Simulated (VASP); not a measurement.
Here is a VASP 6.6.1 calculation.

File INCAR:

```
SYSTEM = SnSe
PREC = Accurate ; ENCUT = 520
EDIFF = 1E-6 ; ISMEAR = 0
SIGMA = 0.05 ; LREAL = .FALSE.
LASPH = .TRUE. ; NELM = 80
ALGO = Normal ; ISIF = 2
LWAVE = .FALSE. ; LCHARG = .FALSE.
GGA = CA ; NBANDS = 28
```

The input KPOINTS:

```
Automatic mesh
0
G
  6 6 4
  0 0 0
```

File POSCAR:

```
SnSe
1.0
    4.1270504543      0.0000000000      0.0000000000
    0.0000000000      4.1270504543      0.0000000000
    0.0000000000      0.0000000000     10.8149285598
Sn Se
2 2
Direct
    0.5000000000      0.0000000000      0.3781633345
    0.0000000000      0.5000000000      0.6218366655
    0.5000000000      0.0000000000      0.6217782147
    0.0000000000      0.5000000000      0.3782217853
```

Potentials or basis: VASP PAW LDA potentials, release 64 (Sn_d, Se).

The run is started by

```sh
$ cat potpaw_LDA.64/Sn_d/POTCAR potpaw_LDA.64/Se/POTCAR > POTCAR
$ mpirun -np 1 vasp_std > vasp.out
```

(1) Estimate the largest force.

(2) Estimate the band gap on the k mesh.

Answers

(1) 0.337 eV/Å.

(2) 1.35 eV (least direct gap 1.44 eV).

Caveat: the cell differs from its parent crystal (strain -0.015 along x and y, -0.015 along z); there is no dipole correction, which matters where the two faces differ; spin-orbit coupling is left out, which moves the levels of the heavy elements.
